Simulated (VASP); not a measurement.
A run of VASP 6.6.1:

INCAR

```
ALGO = Normal ; EDIFF = 1E-7
ENCUT = 520 ; GGA = PS
ISIF = 2 ; ISMEAR = 0
LASPH = T ; LCHARG = F
LREAL = F ; LWAVE = F
NBANDS = 22 ; NELM = 80
PREC = Accurate ; SIGMA = 0.1
```

The input KPOINTS:

```
k-points
0
Gamma
  7 7 7
```

Contents of POSCAR:

```
LuSe
1.0
    0.0000000000      2.7880000000      2.7880000000
    2.7880000000      0.0000000000      2.7880000000
    2.7880000000      2.7880000000      0.0000000000
Lu Se
1 1
Direct
    0.0000000000      0.0000000000      0.0000000000
    0.5000000000      0.5000000000      0.5000000000
```

Potentials or basis: VASP PAW PBE potentials, release 64 (Lu, Se).

Launch:

```console
$ cat potpaw_PBE.64/Lu/POTCAR potpaw_PBE.64/Se/POTCAR > POTCAR
$ mpirun -np 1 vasp_std > vasp.out
```

Hardware: 1 thread of AMD EPYC 7R43 64-Core Processor (Zen 3), on a shared host.

**Question.** Estimate the wall time of this run.

**Answer.** Wall time 27 s on 1 thread of AMD EPYC 7R43 64-Core Processor (Zen 3), on a shared host, peak memory 0.15 GiB. Counts: scf iterations 13, k points 20.
